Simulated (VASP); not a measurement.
Write the native input for VASP 6.6.1 that does the following.

* Task: single point
* Functional: PBEsol
* Potentials or basis: VASP PAW PBE potentials, release 64 (Mg, S)
* Cutoff: 520 eV
* k mesh: 8 × 8 × 8
* Occupations: gaussian, width 0.01 eV
* Spin: no spin polarisation
* Dipole correction: no
* Further INCAR settings: ALGO = Normal; EDIFF = 1e-07; NBANDS = 11

The structure of MgS lies in POSCAR:

```
MgS
1.0
   -0.0129548051      2.5844836157      2.5844836157
    2.5844836157     -0.0129548051      2.5844836157
    2.5844836157      2.5844836157     -0.0129548051
Mg S
1 1
Direct
    0.0000000000      0.0000000000      0.0000000000
    0.5000000000      0.5000000000      0.5000000000
```

This cell differs from its parent crystal: equal xy, yz and zx engineering shears of -0.5 %.

One way to write it, as run:

INCAR

```
SYSTEM = MgS
  PREC = Accurate
  ENCUT = 520
  EDIFF = 1E-7
  ISMEAR = 0
  SIGMA = 0.01
  LREAL = .False.
  LASPH = .True.
  NELM = 100
  ALGO = Normal
  ISIF = 2
  LWAVE = .False.
  LCHARG = .False.
  GGA = PS
  NBANDS = 11
```

KPOINTS

```
Automatic mesh
0
Gamma
  8 8 8
  0 0 0
```

Potentials or basis: VASP PAW PBE potentials, release 64 (Mg, S).

Launch:

```console
$ cat potpaw_PBE.64/Mg/POTCAR potpaw_PBE.64/S/POTCAR > POTCAR
$ mpirun -np 1 vasp_std > vasp.out
```

Results of the run:

```json
{
  "Pressure": "-0.2 GPa",
  "Band gap on the k mesh": "2.68 eV, indirect (least direct gap 3.64 eV)"
}
```

Caveat: the cell differs from its parent crystal (equal xy, yz and zx engineering shears of -0.5 %); the PAW data sets were made with another functional, which shifts forces and pressure a little.

It used 9.7 s of CPU time on 1 thread of Intel(R) Xeon(R) Platinum 8559C (Emerald Rapids), with other jobs on the host.
